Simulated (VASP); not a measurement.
# BN (P1) in VASP: single point with PBE+D3(BJ)

Aim: the single point of BN with PBE+D3(BJ).

Program: VASP 6.6.1. These are calculated values, not measurements. Logs are shortened: lines on timing, memory, paths and dates and some standing lists are left out, and cuts for length are marked.

### 1 The cell of the first run

The typed cell holds 16 atoms: a = 4.927 Å, b = 4.927 Å, c = 6.567 Å, α = 90.00°, β = 90.00°, γ = 120.00°.

### 2 Single point, PBE+D3(BJ)

Contents of INCAR:

```
ALGO = Normal ; EDIFF = 1E-6
ENCUT = 520 ; GGA = PE
GGA_COMPAT = F ; ISIF = 2
ISMEAR = -1 ; ISYM = -1
IVDW = 12 ; LASPH = T
LCHARG = T ; LELF = T
LREAL = Auto ; LVHAR = T
LWAVE = F ; NBANDS = 46
NELM = 120 ; PREC = Accurate
SIGMA = 0.02
```

Contents of KPOINTS:

```
explicit points
4
Reciprocal
  0.25000000   0.25000000   0.25000000 2
  0.25000000   0.25000000   0.75000000 2
  0.25000000   0.75000000   0.25000000 2
  0.25000000   0.75000000   0.75000000 2
```

Contents of POSCAR:

```
BN
1.0
    2.4636710000     -4.2672040000      0.0000000000
   -4.9273420000      0.0000000000      0.0000000000
    0.0000000000      0.0000000000     -6.5665220000
B N
8 8
Direct
    0.5296294717      0.4396690488      0.5129648541
    0.0360242913      0.4383095393      0.4994905979
    0.5343960589     -0.0600522406      0.5158810098
    0.0338249589     -0.0615383364      0.5016943520
    0.1776116164      0.2385354190      0.0108017608
    0.6634993312      0.2172004827      0.0189630066
    0.1632933415      0.7386073607      0.0196024623
    0.6680102475      0.7271079366      0.0165312779
    0.5034915134      0.3911420073      0.0134208033
   -0.0048547011      0.3994986777      0.0253170552
    0.4950232049     -0.1136449806      0.0116302055
   -0.0036082175     -0.0981777723      0.0072006155
    0.3674328670      0.1113703289      0.5190883393
    0.8617417869      0.1023960281      0.5104437326
    0.3682146436      0.6124136987      0.5027640203
    0.8644927686      0.6038518868      0.5018371978
```

Potentials or basis: VASP PAW PBE potentials, release 64 (B, N).

Started as:

```console
cat potpaw_PBE.64/B/POTCAR potpaw_PBE.64/N/POTCAR > POTCAR
mpirun -np 1 vasp_std > vasp.out
```

OUTCAR:

```text
EDIFF = 1E-6
   ENCUT = 520
   GGA = PE
   ISIF = 2
   ISMEAR = -1
   ISYM = -1
   IVDW = 12
   LASPH = T
   LREAL = Auto
   NELM = 120
   PREC = Accurate
 IVDW          = 12

 ion  position               nearest neighbor table
   1  0.530  0.440  0.513-  13 1.40  15 1.43  16 1.43
   2  0.036  0.438  0.499-  15 1.42  14 1.44  16 1.44
   3  0.534  0.940  0.516-  14 1.40  15 1.40  13 1.44
   4  0.034  0.938  0.502-  16 1.43  13 1.43  14 1.44
   5  0.178  0.239  0.011-   9 1.39  12 1.44  10 1.47
   6  0.663  0.217  0.019-  11 1.41  10 1.42   9 1.43
[... 8 lines left out ...]
  15  0.368  0.612  0.503-   3 1.40   2 1.42   1 1.43
  16  0.864  0.604  0.502-   4 1.43   1 1.43   2 1.44

IMPORTANT INFORMATION: All symmetrisations will be switched off!
NOSYMM: (Re-)initialisation of all symmetry stuff for point group C_1.

----------------------------------------------------------------------------------------

                                     Primitive cell

  volume of cell :     138.0675

  direct lattice vectors                    reciprocal lattice vectors
     2.463671000 -4.267204000  0.000000000     0.000000000 -0.234345487  0.000000000
    -4.927342000  0.000000000  0.000000000    -0.202949176 -0.117172744  0.000000000
     0.000000000  0.000000000 -6.566522000     0.000000000  0.000000000 -0.152287619

  length of vectors
     4.927342567  4.927342000  6.566522000     0.234345487  0.234345514  0.152287619

  position of ions in fractional coordinates (direct lattice)
     0.529629472  0.439669049  0.512964854
     0.036024291  0.438309539  0.499490598
     0.534396059  0.939947759  0.515881010
     0.033824959  0.938461664  0.501694352
     0.177611616  0.238535419  0.010801761
     0.663499331  0.217200483  0.018963007
[... 8 lines left out ...]
     0.368214644  0.612413699  0.502764020
     0.864492769  0.603851887  0.501837198

  ion indices of the primitive-cell ions
   primitive index   ion index
                 1           1
                 2           2
                 3           3
                 4           4
                 5           5
                 6           6
[... 8 lines left out ...]
                15          15
                16          16

----------------------------------------------------------------------------------------

 KPOINTS: explicit points

Read explicit list of k-points.

 Found      4 k-points:

 Following reciprocal coordinates:
            Coordinates               Weight
  0.250000  0.250000  0.250000      0.250000
  0.250000  0.250000  0.750000      0.250000
  0.250000  0.750000  0.250000      0.250000
  0.250000  0.750000  0.750000      0.250000
   k-points           NKPTS =      4   k-points in BZ     NKDIM =      4   number of bands    NBANDS=     46
   number of dos      NEDOS =    301   number of ions     NIONS =     16
   total plane-waves  NPLWV =  80000
   dimension x,y,z NGX =    40 NGY =   40 NGZ =   50
   dimension x,y,z NGXF=    80 NGYF=   80 NGZF=  100
   ions per type =               8   8
   NGX,Y,Z   is equivalent  to a cutoff of  13.50, 13.50, 12.66 a.u.
   NGXF,Y,Z  is equivalent  to a cutoff of  26.99, 26.99, 25.32 a.u.
 SYSTEM =  unknown system
   PREC   = accura    normal or accurate (medium, high low for compatibility)
   ISTART =      0    job   : 0-new  1-cont  2-samecut
   ICHARG =      2    charge: 1-file 2-atom 10-const
   ISPIN  =      1    spin polarized calculation?
   LNONCOLLINEAR =      F non collinear calculations
   LSORBIT =      F    spin-orbit coupling
   LASPH  =      T    aspherical Exc in radial PAW
   ENCUT  =  520.0 eV  38.22 Ry    6.18 a.u.   9.16  9.16 12.21*2*pi/ulx,y,z
   NELM   =    120;   NELMIN=  2; NELMDL= -5     # of ELM steps
   EDIFF  = 0.1E-05   stopping-criterion for ELM
   LREAL  =      T    real-space projection
   EDIFFG = 0.1E-04   stopping-criterion for IOM
   NSW    =      0    number of steps for IOM
   IBRION =     -1    ionic relax: 0-MD 1-quasi-New 2-CG
   NFREE  =      0    steps in history (QN), initial steepest desc. (CG)
   ISIF   =      2    stress and relaxation
   ISYM   =     -1    0-nonsym 1-usesym 2-fastsym
   POTIM  = 0.5000    time-step for ionic-motion
   TEBEG  =    0.0;   TEEND  =   0.0 temperature during run
   PSTRESS=    0.0 pullay stress
   NELECT =      64.0000    total number of electrons
   NUPDOWN=      -1.0000    fix difference up-down
   EMIN   =  10.00;   EMAX   =-10.00  energy-range for DOS
   EFERMI =   0.00;   METHOD = LEGACY
   ISMEAR =    -1;   SIGMA  =   0.02  broadening in eV -4-tet -1-fermi 0-gaus
   EFERMI_NEDOS =   21; number of points for ismear=-14 and -15
   IALGO  =     38    algorithm
   IMIX   =      4    mixing-type and parameters
     AMIX     =   0.40;   BMIX     =  1.00
     AMIX_MAG =   1.60;   BMIX_MAG =  1.00
  volume/ion in A,a.u.               =       8.63        58.23
  Fermi-wavevector in a.u.,A,eV,Ry     =   1.266984  2.394252 21.840716  1.605247
  Thomas-Fermi vector in A             =   2.400156
   LORBIT       =      0    0 simple, 1 ext, 2 COOP (PROOUT), +10 PAW based schemes
   GGA     = PE    functional components
   LHFCALC =     F    Hartree Fock is set to
   AEXX    =    0.0000 exact exchange contribution
   IVDW    =    12    specifies the selected vdW correction
   LEPSILON=     F    determine dielectric tensor
   LRPA    =     F    only Hartree local field effects (RPA)
 non-spin polarized calculation
  energy-cutoff  :      520.00
  volume of cell :      138.07
 maximum number of plane-waves:      3725
 NGX is ok and might be reduce to    36
   NGX = 19   NGY = 19   NGZ = 25

 number of electron      63.9999999 magnetization

 Free energy of the ion-electron system (eV)
  ---------------------------------------------------
  ext. energy  EPLUGINS =         0.00000000
  ---------------------------------------------------
  free energy    TOTEN  =      -139.90976365 eV

  energy without entropy =     -139.90976365  energy(sigma->0) =     -139.90976365

 E-fermi :   3.0542     XC(G=0): -10.2583

 val. band max:        2.5174911828   @ k =   0.2500   0.2500   0.7500
 cond. band min:       7.2552216533   @ k =   0.2500   0.2500   0.2500
 fundamental gap:      4.7377304705
 Fermi energy:         3.0541749116

 k-point     1 :       0.2500    0.2500    0.2500
  band No.  band energies     occupation
      1     -14.5899      2.00000
      2     -14.3533      2.00000
      3     -13.5444      2.00000
      4     -13.4203      2.00000
      5     -13.2699      2.00000
      6     -13.1993      2.00000
[... 36 lines left out ...]
     43      13.4634      0.00000
     44      14.3325      0.00000

 k-point     2 :       0.2500    0.2500    0.7500
  band No.  band energies     occupation
      1     -14.5898      2.00000
      2     -14.3536      2.00000
      3     -13.5440      2.00000
      4     -13.4209      2.00000
      5     -13.2694      2.00000
      6     -13.1994      2.00000
[... 36 lines left out ...]
     43      13.4550      0.00000
     44      14.3704      0.00000

 k-point     3 :       0.2500    0.7500    0.2500
  band No.  band energies     occupation
      1     -15.1884      2.00000
      2     -14.9394      2.00000
      3     -13.0214      2.00000
      4     -12.8181      2.00000
      5     -12.3809      2.00000
      6     -12.2047      2.00000
[... 36 lines left out ...]
     43      13.4406      0.00000
     44      13.5814      0.00000

 k-point     4 :       0.2500    0.7500    0.7500
  band No.  band energies     occupation
      1     -15.1886      2.00000
      2     -14.9391      2.00000
      3     -13.0209      2.00000
      4     -12.8191      2.00000
      5     -12.3808      2.00000
      6     -12.2049      2.00000
[... 36 lines left out ...]
     43      13.4643      0.00000
     44      13.5532      0.00000
 [bands above 44 left out]

------------------------ aborting loop because EDIFF is reached ----------------------------------------

 Edisp (eV)   -2.36590

 E8    (eV) :    -0.6942

  FORCE on cell =-STRESS in cart. coord.  units (eV):
  Direction    XX          YY          ZZ          XY          YZ          ZX
  --------------------------------------------------------------------------------------
  -------------------------------------------------------------------------------------
  Total      15.73709    18.81966    -0.20029     1.12427     0.11126    -0.15703
  in kB     182.61798   218.38900    -2.32419    13.04633     1.29107    -1.82228
  external pressure =      132.89 kB  Pullay stress =        0.00 kB

 VOLUME and BASIS-vectors are now :
 -----------------------------------------------------------------------------
  energy-cutoff  :      520.00
  volume of cell :      138.07
      direct lattice vectors                 reciprocal lattice vectors
     2.463671000 -4.267204000  0.000000000     0.000000000 -0.234345487  0.000000000
    -4.927342000  0.000000000  0.000000000    -0.202949176 -0.117172744  0.000000000
     0.000000000  0.000000000 -6.566522000     0.000000000  0.000000000 -0.152287619

 POSITION                                       TOTAL-FORCE (eV/Angst)
 -----------------------------------------------------------------------------------
     -0.86157     -2.26004     -3.36839        -0.363272     -0.909330      0.447023
     -2.07095     -0.15372     -3.27992        -0.444014      0.911637     -0.535817
     -3.31487     -2.28038     -3.38754        -1.086144      0.519582      0.390470
     -4.54079     -0.14434     -3.29439        -0.045977      0.300166     -0.782445
     -0.73777     -0.75790     -0.07093        -0.688360      2.349638     -0.366581
      0.56442     -2.83129     -0.12452        -0.798960     -0.629360      0.252331
[... 8 lines left out ...]
     -2.11041     -1.57125     -3.30141         1.114750      0.584940     -0.238044
     -0.84556     -3.68897     -3.29532        -0.004632     -0.358236      0.044256
 -----------------------------------------------------------------------------------
    total drift:                                0.004098     -0.004901     -0.000577

  FREE ENERGIE OF THE ION-ELECTRON SYSTEM (eV)
  ---------------------------------------------------
  free  energy   TOTEN  =      -142.2756640882 eV

  energy  without entropy=     -142.2756640882  energy(sigma->0) =     -142.27566409
```

It took 57 s on 1 thread of Intel Xeon Platinum 8488C (Sapphire Rapids), shared host; peak memory 0.26 GiB.

What came out:

```yaml
Free_energy: -142.2757 eV
Pressure: 13.3 GPa
Largest_force: 2.476 eV/Å
Band_gap_on_the_k_mesh: 4.74 eV
Dispersion_energy_per_atom: -0.148 eV
```

Forces on the atoms (eV/Å):
```
B   -0.363 -0.909  0.447
B   -0.444  0.912 -0.536
B   -1.086  0.520  0.390
B   -0.046  0.300 -0.782
B   -0.688  2.350 -0.367
B   -0.799 -0.629  0.252
B    1.816  0.545  0.439
B    0.307  0.647  0.377
N   -0.676 -0.397 -0.150
N    0.819 -1.377  0.255
N   -0.700 -0.093 -0.329
N   -0.157 -1.098 -0.350
N    1.069  0.603  0.282
N   -0.161 -1.597  0.264
N    1.115  0.585 -0.238
N   -0.005 -0.358  0.044
```

Stress tensor (GPa, compression positive):
```
18.26  1.30 -0.18
 1.30 21.84  0.13
-0.18  0.13 -0.23
```

Caveat: the stress differs along the axes, from -0 to 22 GPa; the atoms stand as in a frame of molecular dynamics; a shifted mesh leaves out Γ, where band edges can lie; forces of over 1 eV/Å act on the atoms, so gaps and moduli don't describe the material at rest. A k mesh can miss the band edges.
